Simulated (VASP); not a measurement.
# TiAl (Pm-3m) in VASP: a series of runs, part 2 of 2

VASP 6.6.1. Earlier steps stand in the parts before.

## (3) Single point, LDA

Contents of INCAR:

```
SYSTEM = TiAl
  PREC = Accurate
  ENCUT = 520
  EDIFF = 1E-6
  ISMEAR = 0
  SIGMA = 0.2
  LREAL = .False.
  LASPH = .True.
  NELM = 100
  ALGO = Normal
  ISIF = 2
  LWAVE = .False.
  LCHARG = .False.
  NBANDS = 14
```

Contents of KPOINTS:

```
regular mesh
0
Gamma
  8 8 8
  0 0 0
```

Contents of POSCAR:

```
TiAl
1.0
    3.0180000000      0.0000000000      0.0000000000
    0.0000000000      3.0180000000      0.0000000000
    0.0000000000      0.0000000000      3.0180000000
Ti Al
1 1
Direct
    0.5000000000      0.5000000000      0.5000000000
    0.0000000000      0.0000000000      0.0000000000
```

Potentials or basis: VASP PAW LDA potentials, release 64 (Ti_sv, Al).

Launch:

```bash
$ cat potpaw_LDA.64/Ti_sv/POTCAR potpaw_LDA.64/Al/POTCAR > POTCAR
$ mpirun -np 1 vasp_std > vasp.out
```

OUTCAR:

```text
SYSTEM = TiAl
   PREC = Accurate
   ENCUT = 520
   EDIFF = 1E-6
   ISMEAR = 0
   LREAL = .False.
   LASPH = .True.
   NELM = 100
   ISIF = 2

 ion  position               nearest neighbor table
   1  0.500  0.500  0.500-   2 2.61   2 2.61   2 2.61   2 2.61   2 2.61   2 2.61   2 2.61   2 2.61

   2  0.000  0.000  0.000-   1 2.61   1 2.61   1 2.61   1 2.61   1 2.61   1 2.61   1 2.61   1 2.61

  LATTYP: Found a simple cubic cell.
 ALAT       =     3.0180000000

  Lattice vectors:

 A1 = (   3.0180000000,   0.0000000000,   0.0000000000)
 A2 = (   0.0000000000,   3.0180000000,   0.0000000000)
 A3 = (   0.0000000000,   0.0000000000,   3.0180000000)

Analysis of symmetry for initial positions (statically):
=====================================================================
 Subroutine PRICEL returns:
 Original cell was already a primitive cell.

 Routine SETGRP: Setting up the symmetry group for a
 simple cubic supercell.

 Subroutine GETGRP returns: Found 48 space group operations
 (whereof 48 operations were pure point group operations)
 out of a pool of 48 trial point group operations.

The static configuration has the point symmetry O_h .

Analysis of symmetry for dynamics (positions and initial velocities):
=====================================================================
 Subroutine PRICEL returns:
 Original cell was already a primitive cell.

 Routine SETGRP: Setting up the symmetry group for a
 simple cubic supercell.

 Subroutine GETGRP returns: Found 48 space group operations
 (whereof 48 operations were pure point group operations)
 out of a pool of 48 trial point group operations.

The dynamic configuration has the point symmetry O_h .

 Subroutine INISYM returns: Found 48 space group operations
 (whereof 48 operations are pure point group operations),
 and found     1 'primitive' translations

----------------------------------------------------------------------------------------

                                     Primitive cell

  volume of cell :      27.4889

[... 114 lines left out ...]
   LHFCALC =     F    Hartree Fock is set to
   AEXX    =    0.0000 exact exchange contribution
   IVDW    =     0    specifies the selected vdW correction
   LEPSILON=     F    determine dielectric tensor
   LRPA    =     F    only Hartree local field effects (RPA)
 non-spin polarized calculation
 Gauss-broadening in eV      SIGMA  =   0.20
  energy-cutoff  :      520.00
  volume of cell :       27.49
 maximum number of plane-waves:       756
 NGX is ok and might be reduce to    24
   NGX = 11   NGY = 11   NGZ = 11

 number of electron      14.9999999 magnetization

 Free energy of the ion-electron system (eV)
  ---------------------------------------------------
  ext. energy  EPLUGINS =         0.00000000
  ---------------------------------------------------
  free energy    TOTEN  =       -13.17277018 eV

  energy without entropy =      -13.13011458  energy(sigma->0) =      -13.15144238

 E-fermi :  10.2715     XC(G=0): -12.0127

 val. band max:       10.2087234237   @ k =   0.5000   0.5000   0.2500
 cond. band min:      10.3282178888   @ k =   0.3750   0.1250   0.0000
 fundamental gap:      0.1194944652
 Fermi energy:        10.2714996602

 k-point     1 :       0.0000    0.0000    0.0000
  band No.  band energies     occupation
      1     -45.6111      2.00000
      2     -22.1744      2.00000
      3     -22.1744      2.00000
      4     -22.1744      2.00000
      5       0.4015      2.00000
      6       8.4480      2.00000
      7       8.4480      2.00000
      8      12.3964      0.00000
      9      12.3964      0.00000
     10      12.3964      0.00000
     11      15.5188      0.00000
     12      15.5188      0.00000
     13      15.5188      0.00000
     14      20.1026      0.00000
[... 377 lines left out ...]
      1     -45.5492      2.00000
      2     -22.4388      2.00000
      3     -22.3901      2.00000
      4     -22.1642      2.00000
      5       4.8694      2.00000
      6       7.1459      2.00000
      7       8.1828      2.00000
      8       9.6305      1.99999
      9      11.3251      0.00000
     10      11.3344      0.00000
     11      13.7757      0.00000
     12      16.1801      0.00000
     13      16.4399      0.00000
     14      18.8337      0.00000

 [... further k-points ...]
[... 5 lines left out ...]
  --------------------------------------------------------------------------------------
  -------------------------------------------------------------------------------------
  Total        2.8060606      2.8060606      2.8060606     -0.0000000      0.0000000     -0.0000000
  in kB      163.5497614    163.5497614    163.5497614     -0.0000000      0.0000000     -0.0000000
  external PRESSURE =     163.5497614 kB  Pullay stress =       0.0000000 kB

 VOLUME and BASIS-vectors are now :
 -----------------------------------------------------------------------------
  energy-cutoff  :      520.00
  volume of cell :       27.49
      direct lattice vectors                 reciprocal lattice vectors
     3.018000000  0.000000000  0.000000000     0.331345262  0.000000000  0.000000000
     0.000000000  3.018000000  0.000000000     0.000000000  0.331345262  0.000000000
     0.000000000  0.000000000  3.018000000     0.000000000  0.000000000  0.331345262

 POSITION                                       TOTAL-FORCE (eV/Angst)
 -----------------------------------------------------------------------------------
      1.50900      1.50900      1.50900         0.000000      0.000000      0.000000
      0.00000      0.00000      0.00000         0.000000      0.000000      0.000000
 -----------------------------------------------------------------------------------
    total drift:                                0.000000     -0.000000     -0.000000

  FREE ENERGIE OF THE ION-ELECTRON SYSTEM (eV)
  ---------------------------------------------------
  free  energy   TOTEN  =       -13.1727701802 eV

  energy  without entropy=      -13.1301145790  energy(sigma->0) =      -13.15144238
```

stdout:

```text
POSCAR found type information on POSCAR TiAl
 POSCAR found :  2 types and       2 ions
 scaLAPACK will be used
 LDA part: xc-table for (Slater(with rela. corr.)+CA(PZ))
 , standard interpolation
 POSCAR, INCAR and KPOINTS ok, starting setup
 FFT: planning ... GRIDC
 FFT: planning ... GRID_SOFT
 FFT: planning ... GRID
 WAVECAR not read
 entering main loop
```

Wall time 21 s (1 thread of AMD EPYC 7R13, shared host); peak memory 0.1 GiB.

What came out:

```
Free energy : -13.1728 eV
Pressure    : 16.4 GPa
```

Levels at points of the mesh, in eV from the Fermi level:
| k point | band 5 | band 6 | band 7 | band 8 | band 9 | band 10 |
| --- | --- | --- | --- | --- | --- | --- |
| (0.00, 0.00, 0.00) | -9.87 | -1.82 | -1.82 | 2.12 | 2.12 | 2.12 |
| (0.50, 0.00, 0.00) | -6.12 | -5.57 | -0.73 | 0.14 | 0.14 | 2.39 |
| (0.50, 0.50, 0.00) | -5.46 | -2.00 | -2.00 | -1.64 | 0.74 | 0.74 |
| (0.50, 0.50, 0.50) | -3.59 | -3.59 | -3.59 | 1.55 | 3.45 | 3.45 |

## (4) Single point, LDA

Contents of INCAR:

```
SYSTEM = TiAl
PREC = Accurate ; ENCUT = 520
EDIFF = 1E-6 ; ISMEAR = 0
SIGMA = 0.1 ; LREAL = .False.
LASPH = .True. ; NELM = 60
ALGO = Normal ; ISIF = 2
LWAVE = .False. ; LCHARG = .False.
NBANDS = 14
```

KPOINTS is that of step 3.

POSCAR is that of step 3.

Launch:

```bash
$ cat potpaw_LDA.64/Ti_sv/POTCAR potpaw_LDA.64/Al/POTCAR > POTCAR
$ mpirun -np 1 vasp_std > vasp.out
```

Wall time 20 s (1 thread of AMD EPYC 7R13, shared host); peak memory 0.1 GiB.

The run converged. Its results:

```yaml
Free_energy: -13.1562 eV
Pressure: 16.2 GPa
```

Levels at points of the mesh, in eV from the Fermi level:
| k point | band 4 | band 5 | band 6 | band 7 | band 8 | band 9 | band 10 | band 11 |
| --- | --- | --- | --- | --- | --- | --- | --- | --- |
| (0.00, 0.00, 0.00) | -32.44 | -9.87 | -1.82 | -1.82 | 2.13 | 2.13 | 2.13 | 5.25 |
| (0.50, 0.00, 0.00) | -32.41 | -6.13 | -5.57 | -0.73 | 0.15 | 0.15 | 2.39 | 3.71 |
| (0.50, 0.50, 0.00) | -32.39 | -5.46 | -2.00 | -2.00 | -1.64 | 0.74 | 0.74 | 3.37 |
| (0.50, 0.50, 0.50) | -32.66 | -3.59 | -3.59 | -3.59 | 1.55 | 3.45 | 3.45 | 3.51 |

## (5) Single point, LDA

Contents of INCAR:

```
SYSTEM = TiAl
PREC = Accurate ; ENCUT = 520
EDIFF = 1E-6 ; ISMEAR = 0
SIGMA = 0.05 ; LREAL = .FALSE.
LASPH = .TRUE. ; NELM = 80
ALGO = Normal ; ISIF = 2
LWAVE = .FALSE. ; LCHARG = .FALSE.
NBANDS = 14
```

Contents of KPOINTS:

```
Automatic mesh
0
G
  8 8 8
  0 0 0
```

POSCAR is that of step 4.

Launch:

```bash
$ cat potpaw_LDA.64/Ti_sv/POTCAR potpaw_LDA.64/Al/POTCAR > POTCAR
$ mpirun -np 1 vasp_std > vasp.out
```

It took 21 s on 1 thread of AMD EPYC 7R13, shared host; peak memory 0.1 GiB.

It converged, with:

| Quantity | Value |
| --- | --- |
| Free energy | -13.1527 eV |
| Pressure | 16.1 GPa |

Levels at points of the mesh, in eV from the Fermi level:
| k point | band 5 | band 6 | band 7 | band 8 | band 9 | band 10 |
| --- | --- | --- | --- | --- | --- | --- |
| (0.00, 0.00, 0.00) | -9.88 | -1.83 | -1.83 | 2.12 | 2.12 | 2.12 |
| (0.50, 0.00, 0.00) | -6.14 | -5.58 | -0.73 | 0.14 | 0.14 | 2.39 |
| (0.50, 0.50, 0.00) | -5.47 | -2.02 | -2.02 | -1.65 | 0.73 | 0.73 |
| (0.50, 0.50, 0.50) | -3.60 | -3.60 | -3.60 | 1.53 | 3.44 | 3.44 |

## (6) The runs side by side

```tsv
smearing	gap on the mesh (eV)	pressure (GPa)
gaussian 0.3 eV	none	16.6
gaussian 0.2 eV	none	16.4
gaussian 0.1 eV	none	16.2
gaussian 0.05 eV	none	16.1
```

Alike in all rows: task single point; level LDA; potentials or basis VASP PAW LDA potentials, release 64 (Ti_sv, Al); no spin polarisation; cell as given; k mesh 8 × 8 × 8; cutoff (eV) 520.

Every run on the cell as given and a fine mesh finds a metal.

Total energies depend on the potentials used, so only differences within one code and one set of settings carry meaning.
